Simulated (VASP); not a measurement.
# Li (I4/mmm) in VASP: further runs

Aim: see how the results for Li move with the level of theory and the settings. Levels: PBEsol, LDA. Tasks: single point.

Everything below comes from runs of VASP 6.6.1. Logs are shortened: lines on timing, memory, paths and dates and some standing lists are left out, and cuts for length are marked.

## Step 1: The cell of the first run

It takes space group I4/mmm (No. 139, tetragonal). Conventional cell: a = 3.287 Å, b = 3.287 Å, c = 3.952 Å, α = 90.00°, β = 90.00°, γ = 90.00°. Li (site symmetry 4/mmm) has 14 Li at 3.05 to 3.95 Å within 4.0 Å.

## Step 2: Single point, PBEsol

INCAR reads:

```
SYSTEM = Li
PREC     = Accurate       ! precision mode
ENCUT    = 520            ! plane-wave cutoff, eV
EDIFF    = 1E-6           ! SCF threshold, eV
ISMEAR   = 0              ! smearing method
SIGMA    = 0.15           ! smearing width, eV
LREAL    = .FALSE.        ! projectors in reciprocal space
LASPH    = .TRUE.         ! aspherical terms in the spheres
NELM     = 60             ! most SCF steps
ALGO     = Normal         ! electronic algorithm
ISIF     = 2              ! what is computed and relaxed
LWAVE    = .FALSE.        ! write WAVECAR
LCHARG   = .FALSE.        ! write CHGCAR
GGA      = PS             ! functional
NBANDS   = 8              ! bands
```

KPOINTS reads:

```
Automatic mesh
0
G
  20 20 20
  0 0 0
```

POSCAR reads:

```
Li
1.0
    0.0000000000      2.3245791567      1.9758922832
    2.3245791567      0.0000000000      1.9758922832
    2.3245791567      2.3245791567      0.0000000000
Li
1
Direct
    0.0000000000      0.0000000000      0.0000000000
```

Potentials or basis: VASP PAW PBE potentials, release 64 (Li_sv).

Command:

```
> cat potpaw_PBE.64/Li_sv/POTCAR > POTCAR
> mpirun -np 1 vasp_std > vasp.out
```

OUTCAR:

```text
SYSTEM = Li
   PREC = Accurate
   ENCUT = 520
   EDIFF = 1E-6
   ISMEAR = 0
   LREAL = .FALSE.
   LASPH = .TRUE.
   NELM = 60
   ISIF = 2
   GGA = PS

 ion  position               nearest neighbor table
   1  0.000  0.000  0.000-

  LATTYP: Found a body centered tetragonal cell.
 ALAT       =     3.2874513702
 C/A-ratio  =     1.2020815280

  Lattice vectors:

 A1 = (   0.0000000000,  -2.3245791567,  -1.9758922832)
 A2 = (   0.0000000000,   2.3245791567,  -1.9758922832)
 A3 = (   2.3245791567,   0.0000000000,   1.9758922832)

Analysis of symmetry for initial positions (statically):
=====================================================================
 Subroutine PRICEL returns:
 Original cell was already a primitive cell.

 Routine SETGRP: Setting up the symmetry group for a
 body centered tetragonal supercell.

 Subroutine GETGRP returns: Found 16 space group operations
 (whereof 16 operations were pure point group operations)
 out of a pool of 16 trial point group operations.

The static configuration has the point symmetry D_4h.

Analysis of symmetry for dynamics (positions and initial velocities):
=====================================================================
 Subroutine PRICEL returns:
 Original cell was already a primitive cell.

 Routine SETGRP: Setting up the symmetry group for a
 body centered tetragonal supercell.

 Subroutine GETGRP returns: Found 16 space group operations
 (whereof 16 operations were pure point group operations)
 out of a pool of 16 trial point group operations.

The dynamic configuration has the point symmetry D_4h.

 Subroutine INISYM returns: Found 16 space group operations
 (whereof 16 operations are pure point group operations),
 and found     1 'primitive' translations

----------------------------------------------------------------------------------------

                                     Primitive cell

  volume of cell :      21.3541

  direct lattice vectors                    reciprocal lattice vectors
     0.000000000  2.324579157  1.975892283    -0.215092697  0.215092697  0.253050232
     2.324579157  0.000000000  1.975892283     0.215092697 -0.215092697  0.253050232
     2.324579157  2.324579157  0.000000000     0.215092697  0.215092697 -0.253050232

  length of vectors
     3.050871772  3.050871772  3.287451370     0.395681888  0.395681888  0.395681888

  position of ions in fractional coordinates (direct lattice)
     0.000000000  0.000000000  0.000000000

  ion indices of the primitive-cell ions
   primitive index   ion index
                 1           1

----------------------------------------------------------------------------------------

 KPOINTS: Automatic mesh

Automatic generation of k-mesh.
 Grid dimensions read from file:
 generate k-points for:   20   20   20

 Generating k-lattice:

  Cartesian coordinates                     Fractional coordinates (reciprocal lattice)
    -0.010754635  0.010754635  0.012652512     0.050000000  0.000000000  0.000000000
     0.010754635 -0.010754635  0.012652512     0.000000000  0.050000000  0.000000000
     0.010754635  0.010754635 -0.012652512    -0.000000000 -0.000000000  0.050000000

  Length of vectors
     0.019784094  0.019784094  0.019784094

  Shift w.r.t. Gamma in fractional coordinates (k-lattice)
     0.000000000  0.000000000  0.000000000

 Subroutine IBZKPT returns following result:
 ===========================================

 Found    641 irreducible k-points:

 Following reciprocal coordinates:
            Coordinates               Weight
  0.000000  0.000000  0.000000      1.000000
  0.050000  0.000000  0.000000      8.000000
  0.100000 -0.000000  0.000000      8.000000
  0.150000  0.000000  0.000000      8.000000
  0.200000 -0.000000  0.000000      8.000000
  0.250000  0.000000  0.000000      8.000000
[... 16 lines left out ...]
 -0.400000  0.050000  0.000000      8.000000
 -0.350000  0.050000  0.000000      8.000000
 [... further k-points ...]
   k-points           NKPTS =    641   k-points in BZ     NKDIM =    641   number of bands    NBANDS=      8
   number of dos      NEDOS =    301   number of ions     NIONS =      1
   total plane-waves  NPLWV =  13824
   dimension x,y,z NGX =    24 NGY =   24 NGZ =   24
   dimension x,y,z NGXF=    48 NGYF=   48 NGZF=   48
   ions per type =               1
   NGX,Y,Z   is equivalent  to a cutoff of  13.08, 13.08, 12.14 a.u.
   NGXF,Y,Z  is equivalent  to a cutoff of  26.16, 26.16, 24.27 a.u.
 SYSTEM =  Li
   PREC   = accura    normal or accurate (medium, high low for compatibility)
   ISTART =      0    job   : 0-new  1-cont  2-samecut
   ICHARG =      2    charge: 1-file 2-atom 10-const
   ISPIN  =      1    spin polarized calculation?
   LNONCOLLINEAR =      F non collinear calculations
   LSORBIT =      F    spin-orbit coupling
   LASPH  =      T    aspherical Exc in radial PAW
   ENCUT  =  520.0 eV  38.22 Ry    6.18 a.u.   5.67  5.67  6.11*2*pi/ulx,y,z
[... 62 lines left out ...]
      5      14.5134      0.00000
      6      18.2367      0.00000
      7      18.2367      0.00000
      8      18.7338      0.00000

 k-point     2 :       0.0500    0.0000    0.0000
  band No.  band energies     occupation
      1     -45.5186      2.00000
      2      -2.9563      2.00000
      3      13.9226      0.00000
      4      14.3375      0.00000
      5      14.3379      0.00000
      6      17.7959      0.00000
      7      18.4116      0.00000
      8      18.6574      0.00000

 k-point     3 :       0.1000   -0.0000    0.0000
  band No.  band energies     occupation
      1     -45.5174      2.00000
      2      -2.8232      2.00000
      3      12.7852      0.00000
      4      13.9189      0.00000
      5      14.1609      0.00000
      6      17.4524      0.00000
      7      18.5797      0.00000
      8      19.0470      0.00000

 k-point     4 :       0.1500    0.0000    0.0000
  band No.  band energies     occupation
      1     -45.5157      2.00000
      2      -2.6016      2.00000
      3      11.3245      0.00000
      4      13.4208      0.00000
      5      13.9531      0.00000
      6      17.4476      0.00000
      7      18.1353      0.00000
      8      18.9942      0.00000

 k-point     5 :       0.2000   -0.0000    0.0000
  band No.  band energies     occupation
      1     -45.5134      2.00000
      2      -2.2917      2.00000
      3       9.8050      0.00000
      4      12.9355      0.00000
      5      13.7319      0.00000
      6      17.4152      0.00000
      7      17.5959      0.00000
      8      18.4884      0.00000

 k-point     6 :       0.2500    0.0000    0.0000
  band No.  band energies     occupation
      1     -45.5109      2.00000
      2      -1.8949      2.00000
      3       8.3286      0.00000
      4      12.5035      0.00000
      5      13.5191      0.00000
      6      16.7186      0.00000
      7      17.6393      0.00000
      8      18.3002      0.00000

 k-point     7 :       0.3000    0.0000    0.0000
  band No.  band energies     occupation
      1     -45.5085      2.00000
      2      -1.4153      2.00000
      3       6.9395      0.00000
      4      12.1425      0.00000
      5      13.3277      0.00000
      6      16.1194      0.00000
      7      17.4656      0.00000
      8      18.5040      0.00000
[... 133 lines left out ...]
 k-point    20 :       0.4500    0.0500    0.0000
  band No.  band energies     occupation
      1     -45.5033      2.00000
      2       0.2454      1.97564
      3       3.8442      0.00000
      4      11.1552      0.00000
      5      12.9895      0.00000
      6      15.6193      0.00000
      7      16.8031      0.00000
      8      19.2544      0.00000

 k-point    21 :       0.5000    0.0500    0.0000
  band No.  band energies     occupation
      1     -45.5028      2.00000
      2       0.5885      0.32546
      3       3.3591      0.00000
      4      11.2029      0.00000
      5      12.9451      0.00000
      6      15.4194      0.00000
      7      16.4276      0.00000
      8      19.3026      0.00000

 k-point    22 :      -0.4500    0.0500    0.0000
  band No.  band energies     occupation
      1     -45.5030      2.00000
      2       0.4145      1.48870
      3       3.6002      0.00000
      4      11.3426      0.00000
      5      12.9452      0.00000
      6      15.3491      0.00000
      7      16.1166      0.00000
      8      19.3582      0.00000

 k-point    23 :      -0.4000    0.0500    0.0000
  band No.  band energies     occupation
      1     -45.5040      2.00000
      2      -0.1116      2.00000
      3       4.4015      0.00000
      4      11.5698      0.00000
      5      12.9779      0.00000
      6      15.4122      0.00000
      7      15.9335      0.00000
      8      19.3189      0.00000

 k-point    24 :      -0.3500    0.0500    0.0000
  band No.  band energies     occupation
      1     -45.5057      2.00000
      2      -0.7104      2.00000
      3       5.4806      0.00000
      4      11.8788      0.00000
      5      13.0302      0.00000
      6      15.6118      0.00000
      7      15.9170      0.00000
      8      19.1239      0.00000

 [... further k-points ...]

------------------------ aborting loop because EDIFF is reached ----------------------------------------

  FORCE on cell =-STRESS in cart. coord.  units (eV):
  Direction    XX          YY          ZZ          XY          YZ          ZX
  --------------------------------------------------------------------------------------
  -------------------------------------------------------------------------------------
  Total       -0.1050032     -0.1050032     -0.0963213      0.0000000      0.0000000      0.0000000
  in kB       -7.8782744     -7.8782744     -7.2268799      0.0000000      0.0000000      0.0000000
  external PRESSURE =      -7.6611429 kB  Pullay stress =       0.0000000 kB

 VOLUME and BASIS-vectors are now :
 -----------------------------------------------------------------------------
  energy-cutoff  :      520.00
  volume of cell :       21.35
      direct lattice vectors                 reciprocal lattice vectors
     0.000000000  2.324579157  1.975892283    -0.215092697  0.215092697  0.253050232
     2.324579157  0.000000000  1.975892283     0.215092697 -0.215092697  0.253050232
     2.324579157  2.324579157  0.000000000     0.215092697  0.215092697 -0.253050232

 POSITION                                       TOTAL-FORCE (eV/Angst)
 -----------------------------------------------------------------------------------
      0.00000      0.00000      0.00000         0.000000     -0.000000      0.000000
 -----------------------------------------------------------------------------------
    total drift:                               -0.000000      0.000000     -0.000000

  FREE ENERGIE OF THE ION-ELECTRON SYSTEM (eV)
  ---------------------------------------------------
  free  energy   TOTEN  =        -1.9668319810 eV

  energy  without entropy=       -1.9616247154  energy(sigma->0) =       -1.96422835
```

Wall time 20 s (1 thread of Intel Xeon 6975P-C (Granite Rapids), shared host); peak memory 0.19 GiB.

Results:

| Property | Result |
| --- | --- |
| Free energy | -1.9668 eV |
| Band gap on the k mesh | zero (an odd number of electrons rules out a gap without spin polarisation) |

Levels at points of the mesh, in eV from the Fermi level:
| k point | band 1 | band 2 | band 3 | band 4 | band 5 | band 6 | band 7 |
| --- | --- | --- | --- | --- | --- | --- | --- |
| (0.00, 0.00, 0.00) | -46.00 | -3.48 | 13.78 | 14.03 | 14.03 | 17.75 | 17.75 |
| (0.50, 0.00, 0.00) | -45.99 | 0.06 | 2.84 | 11.01 | 12.46 | 14.53 | 16.89 |
| (0.50, 0.50, 0.00) | -45.98 | 3.04 | 5.99 | 6.75 | 6.75 | 8.89 | 13.62 |
| (0.50, 0.00, 0.50) | -45.98 | 0.87 | 3.84 | 8.75 | 9.47 | 11.30 | 15.46 |

Caveat: the cutoff is under 1.25 times the usual one of these potentials, so pressure, stress and relaxed cells hold a basis-set (Pulay) error; the PAW data sets were made with another functional, which shifts forces and pressure a little.

## Step 3: Single point, PBEsol

This run uses another cell than the first one, of the same volume but with other edges.

INCAR reads:

```
PREC = Accurate ; ENCUT = 520
EDIFF = 1E-6 ; ISMEAR = 0
SIGMA = 0.15 ; LREAL = F
LASPH = T ; NELM = 100
ALGO = Normal ; ISIF = 2
LWAVE = F ; LCHARG = F
GGA = PS ; NBANDS = 8
```

KPOINTS reads:

```
Automatic mesh
0
Gamma
  20 20 20
```

POSCAR reads:

```
Li
1.0
    0.0000000000      2.0721613356      2.4865936027
    2.0721613356      0.0000000000      2.4865936027
    2.0721613356      2.0721613356      0.0000000000
Li
1
Direct
    0.0000000000      0.0000000000      0.0000000000
```

Potentials or basis: VASP PAW PBE potentials, release 64 (Li_sv).

Command:

```
> cat potpaw_PBE.64/Li_sv/POTCAR > POTCAR
> mpirun -np 1 vasp_std > vasp.out
```

Wall time 21 s (1 thread of Intel Xeon 6975P-C (Granite Rapids), shared host); peak memory 0.19 GiB.

Results (log left out):

```yaml
Free_energy: -1.9576 eV
Band_gap_on_the_k_mesh: zero (an odd number of electrons rules out a gap without spin polarisation)
```

Levels at points of the mesh, in eV from the Fermi level:
```
           k point  band 1  band 2  band 3  band 4  band 5  band 6  band 7
(0.00, 0.00, 0.00)  -46.02   -3.48   13.51   13.98   13.98   17.50   18.21
(0.50, 0.00, 0.00)  -46.00    0.07    2.86   10.17   13.83   13.93   17.79
(0.50, 0.50, 0.00)  -46.00    0.22    3.03    9.92    9.92   12.08   16.32
(0.50, 0.00, 0.50)  -45.99    2.30    5.35    7.11    8.02    9.78   14.11
```

Caveat: the cutoff is under 1.25 times the usual one of these potentials, so pressure, stress and relaxed cells hold a basis-set (Pulay) error; the PAW data sets were made with another functional, which shifts forces and pressure a little.

## Step 4: Single point, PBEsol

This run uses another cell than the first one, of the same volume but with other edges.

INCAR reads:

```
ALGO     = Fast           # electronic algorithm
EDIFF    = 1E-6           # SCF threshold, eV
ENCUT    = 520            # plane-wave cutoff, eV
GGA      = PS             # functional
ISIF     = 2              # what is computed and relaxed
ISMEAR   = 0              # smearing method
LASPH    = T              # aspherical terms in the spheres
LCHARG   = T              # write CHGCAR
LELF     = T              # ELF
LREAL    = F              # projectors in reciprocal space
LVHAR    = T            
LWAVE    = F              # write WAVECAR
NBANDS   = 8              # bands
NELM     = 80             # most SCF steps
PREC     = Accurate       # precision mode
SIGMA    = 0.15           # smearing width, eV
```

KPOINTS reads:

```
k-points
0
Gamma
  20 20 20
```

POSCAR reads:

```
Li
1.0
    0.0000000000      2.3921355233      1.8658657082
    2.3921355233      0.0000000000      1.8658657082
    2.3921355233      2.3921355233      0.0000000000
Li
1
Direct
    0.0000000000      0.0000000000      0.0000000000
```

Command:

```
> cat potpaw_PBE.64/Li_sv/POTCAR > POTCAR
> mpirun -np 1 vasp_std > vasp.out
```

Wall time 38 s (1 thread of Intel Xeon 6975P-C (Granite Rapids), shared host); peak memory 0.2 GiB.

It converged, with:

```
Free energy            : -1.9666 eV
Band gap on the k mesh : zero (an odd number of electrons rules out a gap without spin polarisation)
```

Levels at points of the mesh, in eV from the Fermi level:
```tsv
k point	band 1	band 2	band 3	band 4	band 5
(0.00, 0.00, 0.00)	-46.02	-3.49	13.84	14.12	14.12
(0.50, 0.00, 0.00)	-46.00	0.12	2.93	10.49	12.02
(0.50, 0.50, 0.00)	-45.99	4.03	6.06	6.06	6.75
(0.50, 0.00, 0.50)	-46.00	0.56	3.48	9.25	10.32
```

Caveat: the cutoff is under 1.25 times the usual one of these potentials, so pressure, stress and relaxed cells hold a basis-set (Pulay) error; the PAW data sets were made with another functional, which shifts forces and pressure a little.

## Step 5: Single point, LDA

This run uses another cell than the first one, of the same volume but with other edges.

INCAR reads:

```
SYSTEM = Li
PREC     = Accurate       ! precision mode
ENCUT    = 520            ! plane-wave cutoff, eV
EDIFF    = 1E-6           ! SCF threshold, eV
ISMEAR   = 0              ! smearing method
SIGMA    = 0.15           ! smearing width, eV
LREAL    = .FALSE.        ! projectors in reciprocal space
LASPH    = .TRUE.         ! aspherical terms in the spheres
NELM     = 80             ! most SCF steps
ALGO     = Fast           ! electronic algorithm
ISIF     = 2              ! what is computed and relaxed
LWAVE    = .FALSE.        ! write WAVECAR
LCHARG   = .TRUE.         ! write CHGCAR
LELF     = .TRUE.         ! ELF
LVHAR    = .TRUE.       
NBANDS   = 8              ! bands
```

KPOINTS reads:

```
Automatic mesh
0
G
  20 20 20
  0 0 0
```

POSCAR reads:

```
Li
1.0
    0.0000000000      2.0176052402      2.6228868123
    2.0176052402      0.0000000000      2.6228868123
    2.0176052402      2.0176052402      0.0000000000
Li
1
Direct
    0.0000000000      0.0000000000      0.0000000000
```

Potentials or basis: VASP PAW LDA potentials, release 64 (Li_sv).

Command:

```
> cat potpaw_LDA.64/Li_sv/POTCAR > POTCAR
> mpirun -np 1 vasp_std > vasp.out
```

It took 51 s on 1 thread of Intel Xeon 6975P-C (Granite Rapids), shared host; peak memory 0.19 GiB.

The run converged. Its results:

* Free energy: -2.0129 eV
* Band gap on the k mesh: zero (an odd number of electrons rules out a gap without spin polarisation)

Levels at points of the mesh, in eV from the Fermi level:
| k point | band 1 | band 2 | band 3 | band 4 | band 5 | band 6 |
| --- | --- | --- | --- | --- | --- | --- |
| (0.00, 0.00, 0.00) | -45.77 | -3.42 | 12.36 | 13.90 | 13.90 | 16.95 |
| (0.50, 0.00, 0.00) | -45.75 | 0.11 | 2.99 | 9.11 | 13.06 | 14.35 |
| (0.50, 0.50, 0.00) | -45.76 | -0.20 | 2.45 | 10.60 | 10.60 | 12.98 |
| (0.50, 0.00, 0.50) | -45.74 | 2.62 | 5.79 | 6.63 | 8.03 | 9.82 |

Caveat: the cutoff is under 1.25 times the usual one of these potentials, so pressure, stress and relaxed cells hold a basis-set (Pulay) error.

## Step 6: Overview

| level | potentials or basis | cell | gap on the mesh (eV) |
| --- | --- | --- | --- |
| PBEsol | VASP PAW PBE potentials, release 64 (Li_sv) | a = 3.051, b = 3.051, c = 3.287 Å, angles 57.4, 57.4, 65.2°, 1 atom | none |
| PBEsol | VASP PAW PBE potentials, release 64 (Li_sv) | a = 3.237, b = 3.237, c = 2.930 Å, angles 63.1, 63.1, 53.8°, 1 atom | none |
| PBEsol | VASP PAW PBE potentials, release 64 (Li_sv) | a = 3.034, b = 3.034, c = 3.383 Å, angles 56.1, 56.1, 67.8°, 1 atom | none |
| LDA | VASP PAW LDA potentials, release 64 (Li_sv) | a = 3.309, b = 3.309, c = 2.853 Å, angles 64.5, 64.5, 51.1°, 1 atom | none |

Alike in all rows: task single point; no spin polarisation; k mesh 20 × 20 × 20; cutoff (eV) 520; smearing gaussian 0.15 eV.

Caveats: the cutoff is under 1.25 times the usual one of these potentials, so pressure, stress and relaxed cells hold a basis-set (Pulay) error; the PAW data sets were made with another functional, which shifts forces and pressure a little (at least some runs).

Absolute energies hang on the potentials; compare differences alone.
